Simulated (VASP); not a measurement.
Set up this calculation in VASP 6.6.1, as the native input.

```yaml
Task: single point
Functional: PBEsol
Potentials_or_basis: VASP PAW PBE potentials, release 64 (Cr_pv)
Cutoff: 520 eV
k_mesh: 38 × 38 × 38
Occupations: gaussian, width 0.1 eV
Spin: no spin polarisation
Dipole_correction: no
Further_INCAR_settings: ALGO = Fast; EDIFF = 1e-07; NBANDS = 19
```

The structure of Cr lies in POSCAR:

```
Cr
1.0
    2.8144563453      0.0000000000      0.0000000000
    0.0000000000      2.8144563453      0.0000000000
    0.0000000000      0.0000000000      2.8144563453
Cr
2
Direct
    0.0000000000      0.0000000000      0.0000000000
    0.5000000000      0.5000000000      0.5000000000
```

These files were run (other wordings do the same):

INCAR

```
  PREC = Accurate
  ENCUT = 520
  EDIFF = 1E-7
  ISMEAR = 0
  SIGMA = 0.1
  LREAL = False
  LASPH = True
  NELM = 60
  ALGO = Fast
  ISIF = 2
  LWAVE = False
  LCHARG = False
  GGA = PS
  NBANDS = 19
```

KPOINTS

```
Automatic mesh
0
Gamma
  38 38 38
```

Potentials or basis: VASP PAW PBE potentials, release 64 (Cr_pv).

Command:

```sh
$ cat potpaw_PBE.64/Cr_pv/POTCAR > POTCAR
$ mpirun -np 1 vasp_std > vasp.out
```

Results of the run:

- Pressure: -0.6 GPa
- Band gap on the k mesh: zero (bands 12 and 13 overlap by 1.61 eV)

Caveat: the PAW data sets were made with another functional, which shifts forces and pressure a little; the run has no spin polarisation, though such a crystal can be magnetic.

Run time: 14 min on 1 thread of Intel(R) Xeon(R) Platinum 8259CL CPU @ 2.50GHz (Skylake/Cascade Lake), with other jobs on the host, peak memory 0.59 GiB.
